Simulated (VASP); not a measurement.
# Na2S (Fm-3m) in VASP: notebook

Aim: see how the results for Na2S move with the level of theory and the settings. Levels: PBE, LDA, PBEsol. Tasks: single point.

Program: VASP 6.6.1. These are calculated values, not measurements. Logs are shortened: lines on timing, memory, paths and dates and some standing lists are left out, and cuts for length are marked.

## (1) The cell of the first run

Symmetry: Fm-3m, No. 225, cubic system. The conventional cell has a = 6.511 Å, b = 6.511 Å, c = 6.511 Å, α = 90.00°, β = 90.00°, γ = 90.00°. Within 3.7 Å of Na (site symmetry -43m) lie 4 S at 2.82 Å and 6 Na at 3.26 Å. S (site symmetry m-3m) has 8 Na at 2.82 Å within 3.7 Å.

## (2) Single point, PBE

INCAR reads:

```
PREC = Accurate ; ENCUT = 500
EDIFF = 1E-6 ; ISMEAR = 0
SIGMA = 0.01 ; LREAL = F
LASPH = T ; NELM = 120
ALGO = Normal ; ISIF = 2
LWAVE = F ; LCHARG = F
GGA = PE ; NBANDS = 17
GGA_COMPAT = F
```

KPOINTS reads:

```
Automatic mesh
0
Gamma
  4 4 4
```

POSCAR reads:

```
Na2S
1.0
    0.0000000000      3.2554374590      3.2554374590
    3.2554374590      0.0000000000      3.2554374590
    3.2554374590      3.2554374590      0.0000000000
Na S
2 1
Direct
    0.2500000000      0.2500000000      0.2500000000
    0.7500000000      0.7500000000      0.7500000000
    0.0000000000      0.0000000000      0.0000000000
```

Potentials or basis: VASP PAW PBE potentials, release 64 (Na_pv, S).

On the command line:

```console
cat potpaw_PBE.64/Na_pv/POTCAR potpaw_PBE.64/S/POTCAR > POTCAR
mpirun -np 1 vasp_std > vasp.out
```

OUTCAR:

```text
PREC = Accurate
   ENCUT = 500
   EDIFF = 1E-6
   ISMEAR = 0
   LREAL = F
   LASPH = T
   NELM = 120
   ISIF = 2
   GGA = PE

 ion  position               nearest neighbor table
   1  0.250  0.250  0.250-
   2  0.750  0.750  0.750-
   3  0.000  0.000  0.000-

  LATTYP: Found a face centered cubic cell.
 ALAT       =     6.5108749180

  Lattice vectors:

 A1 = (   0.0000000000,   3.2554374590,   3.2554374590)
 A2 = (   3.2554374590,   0.0000000000,   3.2554374590)
 A3 = (   3.2554374590,   3.2554374590,   0.0000000000)

Analysis of symmetry for initial positions (statically):
=====================================================================
 Subroutine PRICEL returns:
 Original cell was already a primitive cell.

 Routine SETGRP: Setting up the symmetry group for a
 face centered cubic supercell.

 Subroutine GETGRP returns: Found 48 space group operations
 (whereof 48 operations were pure point group operations)
 out of a pool of 48 trial point group operations.

The static configuration has the point symmetry O_h .

Analysis of symmetry for dynamics (positions and initial velocities):
=====================================================================
 Subroutine PRICEL returns:
 Original cell was already a primitive cell.

 Routine SETGRP: Setting up the symmetry group for a
 face centered cubic supercell.

 Subroutine GETGRP returns: Found 48 space group operations
 (whereof 48 operations were pure point group operations)
 out of a pool of 48 trial point group operations.

The dynamic configuration has the point symmetry O_h .

 Subroutine INISYM returns: Found 48 space group operations
 (whereof 48 operations are pure point group operations),
 and found     1 'primitive' translations

----------------------------------------------------------------------------------------

                                     Primitive cell

  volume of cell :      69.0014

  direct lattice vectors                    reciprocal lattice vectors
     0.000000000  3.255437459  3.255437459    -0.153589189  0.153589189  0.153589189
     3.255437459  0.000000000  3.255437459     0.153589189 -0.153589189  0.153589189
     3.255437459  3.255437459  0.000000000     0.153589189  0.153589189 -0.153589189

  length of vectors
     4.603883806  4.603883806  4.603883806     0.266024279  0.266024279  0.266024279

  position of ions in fractional coordinates (direct lattice)
     0.250000000  0.250000000  0.250000000
     0.750000000  0.750000000  0.750000000
     0.000000000  0.000000000  0.000000000

  ion indices of the primitive-cell ions
   primitive index   ion index
                 1           1
                 2           2
                 3           3

----------------------------------------------------------------------------------------

 KPOINTS: Automatic mesh

Automatic generation of k-mesh.
 Grid dimensions read from file:
 generate k-points for:    4    4    4

 Generating k-lattice:

  Cartesian coordinates                     Fractional coordinates (reciprocal lattice)
    -0.038397297  0.038397297  0.038397297     0.250000000  0.000000000  0.000000000
     0.038397297 -0.038397297  0.038397297     0.000000000  0.250000000  0.000000000
     0.038397297  0.038397297 -0.038397297     0.000000000  0.000000000  0.250000000

  Length of vectors
     0.066506070  0.066506070  0.066506070

  Shift w.r.t. Gamma in fractional coordinates (k-lattice)
     0.000000000  0.000000000  0.000000000

 Subroutine IBZKPT returns following result:
 ===========================================

 Found      8 irreducible k-points:

 Following reciprocal coordinates:
            Coordinates               Weight
  0.000000  0.000000  0.000000      1.000000
  0.250000  0.000000  0.000000      8.000000
  0.500000  0.000000  0.000000      4.000000
  0.250000  0.250000  0.000000      6.000000
  0.500000  0.250000  0.000000     24.000000
 -0.250000  0.250000  0.000000     12.000000
  0.500000  0.500000  0.000000      3.000000
 -0.250000  0.500000  0.250000      6.000000
   k-points           NKPTS =      8   k-points in BZ     NKDIM =      8   number of bands    NBANDS=     17
   number of dos      NEDOS =    301   number of ions     NIONS =      3
   total plane-waves  NPLWV =  46656
   dimension x,y,z NGX =    36 NGY =   36 NGZ =   36
   dimension x,y,z NGXF=    72 NGYF=   72 NGZF=   72
   ions per type =               2   1
   NGX,Y,Z   is equivalent  to a cutoff of  13.00, 13.00, 13.00 a.u.
   NGXF,Y,Z  is equivalent  to a cutoff of  26.00, 26.00, 26.00 a.u.
 SYSTEM =  unknown system
   PREC   = accura    normal or accurate (medium, high low for compatibility)
   ISTART =      0    job   : 0-new  1-cont  2-samecut
   ICHARG =      2    charge: 1-file 2-atom 10-const
   ISPIN  =      1    spin polarized calculation?
   LNONCOLLINEAR =      F non collinear calculations
   LSORBIT =      F    spin-orbit coupling
   LASPH  =      T    aspherical Exc in radial PAW
   ENCUT  =  500.0 eV  36.75 Ry    6.06 a.u.   8.39  8.39  8.39*2*pi/ulx,y,z
   NELM   =    120;   NELMIN=  2; NELMDL= -5     # of ELM steps
   EDIFF  = 0.1E-05   stopping-criterion for ELM
   LREAL  =      F    real-space projection
   EDIFFG = 0.1E-04   stopping-criterion for IOM
   NSW    =      0    number of steps for IOM
   IBRION =     -1    ionic relax: 0-MD 1-quasi-New 2-CG
   NFREE  =      0    steps in history (QN), initial steepest desc. (CG)
   ISIF   =      2    stress and relaxation
   ISYM   =      2    0-nonsym 1-usesym 2-fastsym
   POTIM  = 0.5000    time-step for ionic-motion
   TEBEG  =    0.0;   TEEND  =   0.0 temperature during run
   PSTRESS=    0.0 pullay stress
   NELECT =      20.0000    total number of electrons
   NUPDOWN=      -1.0000    fix difference up-down
   EMIN   =  10.00;   EMAX   =-10.00  energy-range for DOS
   EFERMI =   0.00;   METHOD = LEGACY
   ISMEAR =     0;   SIGMA  =   0.01  broadening in eV -4-tet -1-fermi 0-gaus
   EFERMI_NEDOS =   21; number of points for ismear=-14 and -15
   IALGO  =     38    algorithm
   IMIX   =      4    mixing-type and parameters
     AMIX     =   0.40;   BMIX     =  1.00
     AMIX_MAG =   1.60;   BMIX_MAG =  1.00
  volume/ion in A,a.u.               =      23.00       155.21
  Fermi-wavevector in a.u.,A,eV,Ry     =   1.083425  2.047376 15.970648  1.173809
  Thomas-Fermi vector in A             =   2.219491
   LORBIT       =      0    0 simple, 1 ext, 2 COOP (PROOUT), +10 PAW based schemes
   GGA     = PE    functional components
   LHFCALC =     F    Hartree Fock is set to
   AEXX    =    0.0000 exact exchange contribution
   IVDW    =     0    specifies the selected vdW correction
   LEPSILON=     F    determine dielectric tensor
   LRPA    =     F    only Hartree local field effects (RPA)
 non-spin polarized calculation
 Gauss-broadening in eV      SIGMA  =   0.01
  energy-cutoff  :      500.00
  volume of cell :       69.00
 maximum number of plane-waves:      1807
 NGX is ok and might be reduce to    36
   NGX = 17   NGY = 17   NGZ = 17

 number of electron      19.9999984 magnetization

 Free energy of the ion-electron system (eV)
  ---------------------------------------------------
  ext. energy  EPLUGINS =         0.00000000
  ---------------------------------------------------
  free energy    TOTEN  =        -9.96751181 eV

  energy without entropy =       -9.96751181  energy(sigma->0) =       -9.96751181

 E-fermi :   0.3152     XC(G=0):  -7.8721

 val. band max:        0.2498918390   @ k =   0.0000   0.0000   0.0000
 cond. band min:       2.7821767470   @ k =   0.0000   0.0000   0.0000
 fundamental gap:      2.5322849080
 Fermi energy:         0.3152467237

 k-point     1 :       0.0000    0.0000    0.0000
  band No.  band energies     occupation
      1     -21.9656      2.00000
      2     -21.9656      2.00000
      3     -21.9656      2.00000
      4     -21.9096      2.00000
      5     -21.9096      2.00000
      6     -21.9096      2.00000
[... 9 lines left out ...]
     16       9.6380      0.00000
     17      11.5479      0.00000

 k-point     2 :       0.2500    0.0000    0.0000
  band No.  band energies     occupation
      1     -21.9602      2.00000
      2     -21.9579      2.00000
      3     -21.9579      2.00000
      4     -21.9215      2.00000
      5     -21.9182      2.00000
      6     -21.9182      2.00000
[... 9 lines left out ...]
     16       9.4411      0.00000
     17      10.6468      0.00000

 k-point     3 :       0.5000    0.0000    0.0000
  band No.  band energies     occupation
      1     -21.9470      2.00000
      2     -21.9414      2.00000
      3     -21.9394      2.00000
      4     -21.9394      2.00000
      5     -21.9377      2.00000
      6     -21.9377      2.00000
[... 9 lines left out ...]
     16      11.7142      0.00000
     17      11.7142      0.00000

 k-point     4 :       0.2500    0.2500    0.0000
  band No.  band energies     occupation
      1     -21.9714      2.00000
      2     -21.9714      2.00000
      3     -21.9516      2.00000
      4     -21.9305      2.00000
      5     -21.9058      2.00000
      6     -21.9058      2.00000
[... 9 lines left out ...]
     16      10.4609      0.00000
     17      12.8002      0.00000

 k-point     5 :       0.5000    0.2500    0.0000
  band No.  band energies     occupation
      1     -21.9773      2.00000
      2     -21.9674      2.00000
      3     -21.9657      2.00000
      4     -21.9140      2.00000
      5     -21.9125      2.00000
      6     -21.9077      2.00000
[... 9 lines left out ...]
     16      11.8084      0.00000
     17      12.3683      0.00000

 k-point     6 :      -0.2500    0.2500    0.0000
  band No.  band energies     occupation
      1     -21.9785      2.00000
      2     -21.9478      2.00000
      3     -21.9433      2.00000
      4     -21.9366      2.00000
      5     -21.9337      2.00000
      6     -21.9022      2.00000
[... 9 lines left out ...]
     16      11.2433      0.00000
     17      12.2953      0.00000

 k-point     7 :       0.5000    0.5000    0.0000
  band No.  band energies     occupation
      1     -21.9931      2.00000
      2     -21.9773      2.00000
      3     -21.9773      2.00000
      4     -21.9020      2.00000
      5     -21.9020      2.00000
      6     -21.8952      2.00000
[... 9 lines left out ...]
     16      12.0623      0.00000
     17      12.3145      0.00000

 k-point     8 :      -0.2500    0.5000    0.2500
  band No.  band energies     occupation
      1     -21.9879      2.00000
      2     -21.9824      2.00000
      3     -21.9398      2.00000
      4     -21.9398      2.00000
      5     -21.8990      2.00000
      6     -21.8982      2.00000
[... 9 lines left out ...]
     16      10.9212      0.00000
     17      12.3054      0.00000

------------------------ aborting loop because EDIFF is reached ----------------------------------------

  FORCE on cell =-STRESS in cart. coord.  units (eV):
  Direction    XX          YY          ZZ          XY          YZ          ZX
  --------------------------------------------------------------------------------------
  -------------------------------------------------------------------------------------
  Total        0.3737473      0.3737473      0.3737473      0.0000000      0.0000000      0.0000000
  in kB        8.6782187      8.6782187      8.6782187      0.0000000      0.0000000      0.0000000
  external PRESSURE =       8.6782187 kB  Pullay stress =       0.0000000 kB

 VOLUME and BASIS-vectors are now :
 -----------------------------------------------------------------------------
  energy-cutoff  :      500.00
  volume of cell :       69.00
      direct lattice vectors                 reciprocal lattice vectors
     0.000000000  3.255437459  3.255437459    -0.153589189  0.153589189  0.153589189
     3.255437459  0.000000000  3.255437459     0.153589189 -0.153589189  0.153589189
     3.255437459  3.255437459  0.000000000     0.153589189  0.153589189 -0.153589189

 POSITION                                       TOTAL-FORCE (eV/Angst)
 -----------------------------------------------------------------------------------
      1.62772      1.62772      1.62772        -0.000000      0.000000      0.000000
      4.88316      4.88316      4.88316         0.000000     -0.000000     -0.000000
      0.00000      0.00000      0.00000         0.000000     -0.000000      0.000000
 -----------------------------------------------------------------------------------
    total drift:                                0.000000      0.000000      0.000000

  FREE ENERGIE OF THE ION-ELECTRON SYSTEM (eV)
  ---------------------------------------------------
  free  energy   TOTEN  =        -9.9675118127 eV

  energy  without entropy=       -9.9675118127  energy(sigma->0) =       -9.96751181
```

Wall time 22 s (1 thread of Intel Xeon 8259CL, shared host); peak memory 0.19 GiB.

What came out:

* Free energy: -9.9675 eV
* Pressure: 0.9 GPa
* Band gap on the k mesh: 2.53 eV

Levels at points of the mesh, in eV from the valence-band top:
```
           k point  band 7  band 8  band 9  band 10  band 11  band 12  band 13  band 14
(0.00, 0.00, 0.00)  -10.16    0.00    0.00     0.00     2.53     7.79     7.79     7.79
(0.50, 0.00, 0.00)   -9.91   -1.66   -0.13    -0.13     4.85     6.51     7.18     7.18
(0.50, 0.50, 0.00)   -9.83   -1.49   -0.46    -0.46     3.85     6.05     8.57     9.86
```

(Part 1 of 3 ends here.)
